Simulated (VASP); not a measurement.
# NbCl (P4/nmm) in VASP: notebook

NbCl is run at these levels: PBE; tasks: single point.

Everything below comes from runs of VASP 6.6.1. Logs are shortened: lines on timing, memory, paths and dates and some standing lists are left out, and cuts for length are marked.

## 1. The cell of the first run

Symmetry: P4/nmm, No. 129, tetragonal system. Conventional cell: a = 3.883 Å, b = 3.883 Å, c = 4.919 Å, α = 90.00°, β = 90.00°, γ = 90.00°. Nb (site symmetry 4mm) has 4 Cl at 2.62 Å and 4 Nb at 3.08 Å within 3.5 Å. Within 3.5 Å of Cl (site symmetry -4m2) lie 4 Nb at 2.62 Å and 4 Cl at 2.75 Å.

## 2. Single point, PBE, collinear spin

INCAR reads:

```
  PREC = Accurate
  ENCUT = 520
  EDIFF = 1E-6
  ISMEAR = 0
  SIGMA = 0.1
  LREAL = False
  LASPH = True
  NELM = 150
  ALGO = Normal
  ISIF = 2
  LWAVE = False
  LCHARG = True
  ISPIN = 2
  MAGMOM = 0.6 0.6 0 0
  LORBIT = 11
  LMAXMIX = 4
  GGA = PE
  LELF = True
  LVHAR = True
  NBANDS = 32
```

KPOINTS reads:

```
regular mesh
0
Gamma
  4 4 4
```

POSCAR reads:

```
NbCl
1.0
    3.8830396306      0.0000000000      0.0000000000
    0.0000000000      3.8830396306      0.0000000000
    0.0000000000      0.0000000000      4.9187090803
Nb Cl
2 2
Direct
    0.0000000000      0.5000000000      0.3590219680
    0.5000000000      0.0000000000      0.6409780320
    0.0000000000      0.0000000000      0.0000000000
    0.5000000000      0.5000000000      0.0000000000
```

Potentials or basis: VASP PAW PBE potentials, release 64 (Nb_sv, Cl).

On the command line:

```bash
cat potpaw_PBE.64/Nb_sv/POTCAR potpaw_PBE.64/Cl/POTCAR > POTCAR
mpirun -np 1 vasp_std > vasp.out
```

OUTCAR:

```text
PREC = Accurate
   ENCUT = 520
   EDIFF = 1E-6
   ISMEAR = 0
   LREAL = False
   LASPH = True
   NELM = 150
   ISIF = 2
   ISPIN = 2
   LORBIT = 11
   GGA = PE

 ion  position               nearest neighbor table
   1  0.000  0.500  0.359-   3 2.62   4 2.62   3 2.62   4 2.62
   2  0.500  0.000  0.641-   3 2.62   4 2.62   4 2.62   3 2.62
   3  0.000  0.000  0.000-   1 2.62   2 2.62   1 2.62   2 2.62
   4  0.500  0.500  0.000-   1 2.62   2 2.62   2 2.62   1 2.62

  LATTYP: Found a simple tetragonal cell.
 ALAT       =     3.8830396306
 C/A-ratio  =     1.2667161678

  Lattice vectors:

 A1 = (   3.8830396306,   0.0000000000,   0.0000000000)
 A2 = (   0.0000000000,   3.8830396306,   0.0000000000)
 A3 = (   0.0000000000,   0.0000000000,   4.9187090803)

Analysis of symmetry for initial positions (statically):
=====================================================================
 Subroutine PRICEL returns:
 Original cell was already a primitive cell.

 Routine SETGRP: Setting up the symmetry group for a
 simple tetragonal supercell.

 Subroutine GETGRP returns: Found 16 space group operations
 (whereof  8 operations were pure point group operations)
 out of a pool of 16 trial point group operations.

The static configuration has the point symmetry D_2d.
 The point group associated with its full space group is D_4h.

Analysis of symmetry for dynamics (positions and initial velocities):
=====================================================================
 Subroutine PRICEL returns:
 Original cell was already a primitive cell.

 Routine SETGRP: Setting up the symmetry group for a
 simple tetragonal supercell.

 Subroutine GETGRP returns: Found 16 space group operations
 (whereof  8 operations were pure point group operations)
 out of a pool of 16 trial point group operations.

The dynamic configuration has the point symmetry D_2d.
 The point group associated with its full space group is D_4h.

Analysis of structural, dynamic, and magnetic symmetry:
=====================================================================
 Subroutine PRICEL returns:
 Original cell was already a primitive cell.

 Routine SETGRP: Setting up the symmetry group for a
 simple tetragonal supercell.

 Subroutine GETGRP returns: Found 16 space group operations
 (whereof  8 operations were pure point group operations)
 out of a pool of 16 trial point group operations.

The overall configuration has the point symmetry D_2d.
 The point group associated with its full space group is D_4h.

 Subroutine INISYM returns: Found 16 space group operations
 (whereof  8 operations are pure point group operations),
 and found     1 'primitive' translations

----------------------------------------------------------------------------------------

                                     Primitive cell

  volume of cell :      74.1643

  direct lattice vectors                    reciprocal lattice vectors
     3.883039631  0.000000000  0.000000000     0.257530207  0.000000000  0.000000000
     0.000000000  3.883039631  0.000000000     0.000000000  0.257530207  0.000000000
     0.000000000  0.000000000  4.918709080     0.000000000  0.000000000  0.203305376

  length of vectors
     3.883039631  3.883039631  4.918709080     0.257530207  0.257530207  0.203305376

  position of ions in fractional coordinates (direct lattice)
     0.000000000  0.500000000  0.359021968
     0.500000000  0.000000000  0.640978032
     0.000000000  0.000000000  0.000000000
     0.500000000  0.500000000  0.000000000

  ion indices of the primitive-cell ions
   primitive index   ion index
                 1           1
                 2           2
                 3           3
                 4           4

----------------------------------------------------------------------------------------

 KPOINTS: regular mesh

Automatic generation of k-mesh.
 Grid dimensions read from file:
 generate k-points for:    4    4    4

 Generating k-lattice:

  Cartesian coordinates                     Fractional coordinates (reciprocal lattice)
     0.064382552  0.000000000  0.000000000     0.250000000  0.000000000  0.000000000
     0.000000000  0.064382552  0.000000000     0.000000000  0.250000000  0.000000000
     0.000000000  0.000000000  0.050826344     0.000000000  0.000000000  0.250000000

  Length of vectors
     0.064382552  0.064382552  0.050826344

  Shift w.r.t. Gamma in fractional coordinates (k-lattice)
     0.000000000  0.000000000  0.000000000

 Subroutine IBZKPT returns following result:
 ===========================================

 Found     18 irreducible k-points:

 Following reciprocal coordinates:
            Coordinates               Weight
  0.000000  0.000000  0.000000      1.000000
  0.250000  0.000000  0.000000      4.000000
  0.500000  0.000000  0.000000      2.000000
  0.250000  0.250000  0.000000      4.000000
  0.500000  0.250000  0.000000      4.000000
  0.500000  0.500000  0.000000      1.000000
[... 10 lines left out ...]
  0.500000  0.250000  0.500000      4.000000
  0.500000  0.500000  0.500000      1.000000
   k-points           NKPTS =     18   k-points in BZ     NKDIM =     18   number of bands    NBANDS=     32
   number of dos      NEDOS =    301   number of ions     NIONS =      4
   total plane-waves  NPLWV =  36000
   dimension x,y,z NGX =    30 NGY =   30 NGZ =   40
   dimension x,y,z NGXF=    60 NGYF=   60 NGZF=   80
   ions per type =               2   2
   NGX,Y,Z   is equivalent  to a cutoff of  12.84, 12.84, 13.52 a.u.
   NGXF,Y,Z  is equivalent  to a cutoff of  25.69, 25.69, 27.04 a.u.
 SYSTEM =  unknown system
   PREC   = accura    normal or accurate (medium, high low for compatibility)
   ISTART =      0    job   : 0-new  1-cont  2-samecut
   ICHARG =      2    charge: 1-file 2-atom 10-const
   ISPIN  =      2    spin polarized calculation?
   LNONCOLLINEAR =      F non collinear calculations
   LSORBIT =      F    spin-orbit coupling
   LASPH  =      T    aspherical Exc in radial PAW
   ENCUT  =  520.0 eV  38.22 Ry    6.18 a.u.   7.22  7.22  9.15*2*pi/ulx,y,z
   NELM   =    150;   NELMIN=  2; NELMDL= -5     # of ELM steps
   EDIFF  = 0.1E-05   stopping-criterion for ELM
   LREAL  =      F    real-space projection
   EDIFFG = 0.1E-04   stopping-criterion for IOM
   NSW    =      0    number of steps for IOM
   IBRION =     -1    ionic relax: 0-MD 1-quasi-New 2-CG
   NFREE  =      0    steps in history (QN), initial steepest desc. (CG)
   ISIF   =      2    stress and relaxation
   ISYM   =      2    0-nonsym 1-usesym 2-fastsym
   POTIM  = 0.5000    time-step for ionic-motion
   TEBEG  =    0.0;   TEEND  =   0.0 temperature during run
   PSTRESS=    0.0 pullay stress
   NELECT =      40.0000    total number of electrons
   NUPDOWN=      -1.0000    fix difference up-down
   EMIN   =  10.00;   EMAX   =-10.00  energy-range for DOS
   EFERMI =   0.00;   METHOD = LEGACY
   ISMEAR =     0;   SIGMA  =   0.10  broadening in eV -4-tet -1-fermi 0-gaus
   EFERMI_NEDOS =   21; number of points for ismear=-14 and -15
   IALGO  =     38    algorithm
   IMIX   =      4    mixing-type and parameters
     AMIX     =   0.40;   BMIX     =  1.00
     AMIX_MAG =   1.60;   BMIX_MAG =  1.00
  volume/ion in A,a.u.               =      18.54       125.12
  Fermi-wavevector in a.u.,A,eV,Ry     =   1.332590  2.518230 24.161175  1.775796
  Thomas-Fermi vector in A             =   2.461513
   LORBIT       =     11    0 simple, 1 ext, 2 COOP (PROOUT), +10 PAW based schemes
   GGA     = PE    functional components
   LHFCALC =     F    Hartree Fock is set to
   AEXX    =    0.0000 exact exchange contribution
   IVDW    =     0    specifies the selected vdW correction
   LEPSILON=     F    determine dielectric tensor
   LRPA    =     F    only Hartree local field effects (RPA)
 spin polarized calculation
 Gauss-broadening in eV      SIGMA  =   0.10
  energy-cutoff  :      520.00
  volume of cell :       74.16
 maximum number of plane-waves:      2018
 NGX is ok and might be reduce to    30
   NGX = 15   NGY = 15   NGZ = 19

 number of electron      40.0000000 magnetization      -0.0001613

 number of electron      40.0000000 magnetization       0.0001102

 Free energy of the ion-electron system (eV)
  ---------------------------------------------------
  ext. energy  EPLUGINS =         0.00000000
  ---------------------------------------------------
  free energy    TOTEN  =       -23.48348559 eV

  energy without entropy =      -23.47348345  energy(sigma->0) =      -23.47848452

 E-fermi :   8.8388     XC(G=0): -11.2755

 val. band max:        8.8171128401   @ k =   0.2500   0.0000   0.5000
 cond. band min:       8.9488439012   @ k =   0.5000   0.0000   0.5000
 fundamental gap:      0.1317310612
 Fermi energy:         8.8387811111

 spin component 1

 k-point     1 :       0.0000    0.0000    0.0000
  band No.  band energies     occupation
      1     -46.4384      1.00000
      2     -46.3538      1.00000
      3     -22.6522      1.00000
      4     -22.5217      1.00000
      5     -22.4949      1.00000
      6     -22.4949      1.00000
[... 24 lines left out ...]
     31      18.8534      0.00000
     32      18.8534      0.00000

 k-point     2 :       0.2500    0.0000    0.0000
  band No.  band energies     occupation
      1     -46.4251      1.00000
      2     -46.3653      1.00000
      3     -22.6486      1.00000
      4     -22.6064      1.00000
      5     -22.4500      1.00000
      6     -22.4066      1.00000
[... 24 lines left out ...]
     31      18.3597      0.00000
     32      18.5229      0.00000
[... 523 lines left out ...]
     31      17.7202      0.00000
     32      17.7202      0.00000

 k-point    18 :       0.5000    0.5000    0.5000
  band No.  band energies     occupation
      1     -46.3921      1.00000
      2     -46.3921      1.00000
      3     -22.5812      1.00000
      4     -22.5812      1.00000
      5     -22.5732      1.00000
      6     -22.5732      1.00000
[... 24 lines left out ...]
     31      17.3755      0.00000
     32      17.3755      0.00000
 Fermi energy:         8.8387811111

 spin component 2

 k-point     1 :       0.0000    0.0000    0.0000
  band No.  band energies     occupation
      1     -46.4384      1.00000
      2     -46.3538      1.00000
      3     -22.6521      1.00000
      4     -22.5216      1.00000
      5     -22.4948      1.00000
      6     -22.4948      1.00000
[... 24 lines left out ...]
     31      18.8534      0.00000
     32      18.8534      0.00000

 k-point     2 :       0.2500    0.0000    0.0000
  band No.  band energies     occupation
      1     -46.4250      1.00000
      2     -46.3652      1.00000
      3     -22.6485      1.00000
      4     -22.6063      1.00000
      5     -22.4500      1.00000
      6     -22.4066      1.00000
[... 24 lines left out ...]
     31      18.3598      0.00000
     32      18.5228      0.00000
[... 523 lines left out ...]
     31      17.7203      0.00000
     32      17.7203      0.00000

 k-point    18 :       0.5000    0.5000    0.5000
  band No.  band energies     occupation
      1     -46.3920      1.00000
      2     -46.3920      1.00000
      3     -22.5811      1.00000
      4     -22.5811      1.00000
      5     -22.5731      1.00000
      6     -22.5731      1.00000
[... 24 lines left out ...]
     31      17.3755      0.00000
     32      17.3755      0.00000

------------------------ aborting loop because EDIFF is reached ----------------------------------------

  FORCE on cell =-STRESS in cart. coord.  units (eV):
  Direction    XX          YY          ZZ          XY          YZ          ZX
  --------------------------------------------------------------------------------------
  -------------------------------------------------------------------------------------
  Total       -0.1379936     -0.1379936     -0.0386159      0.0000000     -0.0000000      0.0000000
  in kB       -2.9810867     -2.9810867     -0.8342231      0.0000000     -0.0000000      0.0000000
  external PRESSURE =      -2.2654655 kB  Pullay stress =       0.0000000 kB

 VOLUME and BASIS-vectors are now :
 -----------------------------------------------------------------------------
  energy-cutoff  :      520.00
  volume of cell :       74.16
      direct lattice vectors                 reciprocal lattice vectors
     3.883039631  0.000000000  0.000000000     0.257530207  0.000000000  0.000000000
     0.000000000  3.883039631  0.000000000     0.000000000  0.257530207  0.000000000
     0.000000000  0.000000000  4.918709080     0.000000000  0.000000000  0.203305376

 POSITION                                       TOTAL-FORCE (eV/Angst)
 -----------------------------------------------------------------------------------
      0.00000      1.94152      1.76592         0.000000     -0.000000      0.008849
      1.94152      0.00000      3.15278         0.000000     -0.000000     -0.008849
      0.00000      0.00000      0.00000         0.000000     -0.000000      0.000000
      1.94152      1.94152      0.00000         0.000000      0.000000      0.000000
 -----------------------------------------------------------------------------------
    total drift:                                0.000000      0.000000     -0.000000

  FREE ENERGIE OF THE ION-ELECTRON SYSTEM (eV)
  ---------------------------------------------------
  free  energy   TOTEN  =       -23.4834855916 eV

  energy  without entropy=      -23.4734834457  energy(sigma->0) =      -23.47848452

 total charge

# of ion       s       p       d       tot
------------------------------------------
    1        2.159   5.970   2.361  10.489
    2        2.159   5.970   2.361  10.489
    3        1.621   3.505   0.000   5.126
    4        1.621   3.505   0.000   5.126
--------------------------------------------------
tot          7.558  18.949   4.722  31.229

 magnetization (x)

# of ion       s       p       d       tot
------------------------------------------
    1        0.000   0.000   0.000   0.000
    2        0.000   0.000   0.000   0.000
    3        0.000   0.000   0.000   0.000
    4        0.000   0.000   0.000   0.000
--------------------------------------------------
tot          0.000   0.000   0.000   0.000
```

Wall time 77 s (1 thread of Intel Xeon Platinum 8488C (Sapphire Rapids), shared host); peak memory 0.23 GiB.

What came out:

| Property | Result |
| --- | --- |
| Free energy | -23.4835 eV |
| Pressure | -0.2 GPa |
| Largest force | 0.009 eV/Å |
| Band gap on the k mesh | zero (filled and empty bands overlap) |
| Net moment | 0.00 μB per cell |
| Valence electrons inside the program's atomic spheres | Nb 10.49; Cl 5.13 |

Forces on the atoms (eV/Å):
```
Nb   0.000  0.000  0.009
Nb   0.000  0.000 -0.009
Cl   0.000  0.000  0.000
Cl   0.000  0.000  0.000
```

Levels at points of the mesh, in eV from the Fermi level:
Spin up:
| k point | band 17 | band 18 | band 19 | band 20 | band 21 | band 22 | band 23 | band 24 |
| --- | --- | --- | --- | --- | --- | --- | --- | --- |
| (0.00, 0.00, 0.00) | -2.69 | -1.58 | -1.19 | -0.54 | 0.81 | 0.81 | 0.88 | 0.88 |
| (0.50, 0.00, 0.00) | -1.09 | -1.09 | -0.99 | -0.99 | 0.92 | 0.92 | 1.87 | 1.87 |
| (0.50, 0.50, 0.00) | -0.73 | -0.73 | -0.63 | -0.63 | 1.34 | 1.34 | 2.31 | 2.31 |
| (0.00, 0.00, 0.50) | -1.30 | -0.47 | -0.32 | 0.89 | 1.10 | 1.10 | 1.60 | 1.96 |
| (0.50, 0.00, 0.50) | -1.27 | -1.27 | 0.11 | 0.11 | 0.85 | 0.85 | 1.66 | 1.66 |
| (0.50, 0.50, 0.50) | -1.73 | -1.73 | -0.78 | -0.78 | 1.33 | 1.33 | 1.68 | 1.68 |
Spin down:
```csv
k point,band 18,band 19,band 20,band 21,band 22,band 23
"(0.00, 0.00, 0.00)",-1.58,-1.19,-0.54,0.81,0.81,0.88
"(0.50, 0.00, 0.00)",-1.09,-0.99,-0.99,0.92,0.92,1.87
"(0.50, 0.50, 0.00)",-0.73,-0.63,-0.63,1.34,1.34,2.31
"(0.00, 0.00, 0.50)",-0.47,-0.32,0.89,1.10,1.10,1.60
"(0.50, 0.00, 0.50)",-1.27,0.11,0.11,0.85,0.85,1.66
"(0.50, 0.50, 0.50)",-1.73,-0.78,-0.78,1.33,1.33,1.68
```

Caveat: the k points lie up to 0.40 Å⁻¹ apart, too coarse for converged energies and pressures of a metal.

## 3. Single point, PBE

INCAR reads:

```
SYSTEM = NbCl
PREC = Accurate
ENCUT = 520
EDIFF = 1E-7
ISMEAR = 0
SIGMA = 0.1
LREAL = .False.
LASPH = .True.
NELM = 60
ALGO = Normal
ISIF = 2
LWAVE = .False.
LCHARG = .True.
GGA = PE
LELF = .True.
LVHAR = .True.
NBANDS = 28
```

KPOINTS reads:

```
Automatic mesh
0
Gamma
  12 12 10
  0 0 0
```

POSCAR reads:

```
NbCl
1.0
    3.8855421495      0.0000000000      0.0000000000
    0.0000000000      3.8855421495      0.0000000000
    0.0000000000      0.0000000000      4.9108381481
Nb Cl
2 2
Direct
    0.0000000000      0.5000000000      0.3594226230
    0.5000000000      0.0000000000      0.6405773770
    0.0000000000      0.0000000000      0.0000000000
    0.5000000000      0.5000000000      0.0000000000
```

Potentials or basis: VASP PAW PBE potentials, release 64 (Nb_sv, Cl).

On the command line:

```bash
cat potpaw_PBE.64/Nb_sv/POTCAR potpaw_PBE.64/Cl/POTCAR > POTCAR
mpirun -np 1 vasp_std > vasp.out
```

Wall time 4.6 min (1 thread of Intel Xeon Platinum 8488C (Sapphire Rapids), shared host); peak memory 0.39 GiB.

It converged, with:

- Free energy: -23.4611 eV
- Pressure: -0.2 GPa
- Largest force: 0.007 eV/Å
- Band gap on the k mesh: zero (bands 20 and 21 overlap by 1.04 eV)

Forces in eV/Å, atoms in the order of the input:
```
Nb   0.000  0.000  0.007
Nb   0.000  0.000 -0.007
Cl   0.000  0.000  0.000
Cl   0.000  0.000  0.000
```

Stress tensor (GPa, compression positive):
```
-0.26  0.00  0.00
 0.00 -0.26  0.00
 0.00  0.00 -0.03
```

Levels at points of the mesh, in eV from the Fermi level:
| k point | band 17 | band 18 | band 19 | band 20 | band 21 | band 22 | band 23 | band 24 |
| --- | --- | --- | --- | --- | --- | --- | --- | --- |
| (0.00, 0.00, 0.00) | -2.79 | -1.66 | -1.28 | -0.62 | 0.73 | 0.73 | 0.78 | 0.78 |
| (0.50, 0.00, 0.00) | -1.17 | -1.17 | -1.07 | -1.07 | 0.83 | 0.83 | 1.80 | 1.80 |
| (0.50, 0.50, 0.00) | -0.81 | -0.81 | -0.71 | -0.71 | 1.24 | 1.24 | 2.23 | 2.23 |
| (0.00, 0.00, 0.50) | -1.37 | -0.55 | -0.41 | 0.82 | 1.02 | 1.02 | 1.53 | 1.90 |
| (0.50, 0.00, 0.50) | -1.35 | -1.35 | 0.03 | 0.03 | 0.78 | 0.78 | 1.58 | 1.58 |
| (0.50, 0.50, 0.50) | -1.80 | -1.80 | -0.86 | -0.86 | 1.23 | 1.23 | 1.58 | 1.58 |

The gap in the log of VASP goes by the Fermi energy; the results here count the filled bands.